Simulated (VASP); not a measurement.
## SiC: single point with PBEsol

SiC:

```xyz
2
Lattice="3.1962 0.0000 0.0000 -1.5981 2.7680 0.0000 1.5981 -0.9227 2.4065" Properties=species:S:1:pos:R:3 pbc="T T T"
Si    0.0000    0.0000    0.0000
C     3.1962    0.0000    1.8049
```

```
Program                : VASP 6.6.1
Task                   : single point
Functional             : PBEsol
Potentials or basis    : VASP PAW PBE potentials, release 64 (Si, C)
Cutoff                 : 520 eV
k mesh                 : 9 × 9 × 11
Occupations            : gaussian, width 0.02 eV
Spin                   : no spin polarisation
Dipole correction      : no
Further INCAR settings : ALGO = Normal; EDIFF = 1e-07; NBANDS = 11; ISYM = 0
```

The pressure is -3.8 GPa. The largest force is 1.015 eV/Å and the band gap on the k mesh is 1.06 eV (least direct gap 3.90 eV).

Forces on the atoms (eV/Å):
```
Si   0.000  0.000 -1.015
C    0.000  0.000  1.015
```

Stress tensor (GPa, compression positive):
```
-18.40   0.00   0.00
  0.00 -18.40   0.00
  0.00   0.00  25.39
```

Levels at points of the mesh, in eV from the valence-band top:
| k point | band 1 | band 2 | band 3 | band 4 | band 5 | band 6 | band 7 | band 8 | band 9 |
| --- | --- | --- | --- | --- | --- | --- | --- | --- | --- |
| (0.00, 0.00, 0.00) | -15.43 | -0.34 | -0.34 | 0.00 | 4.99 | 6.26 | 6.26 | 8.82 | 14.15 |

Wall time 2.1 min on 1 thread of Intel Xeon 8259CL, on a shared host, peak memory 0.21 GiB.

Caveat: the cell stands under tension; the PAW data sets were made with another functional, which shifts forces and pressure a little; an odd mesh through Γ misses points on the zone boundary, where band edges can lie.
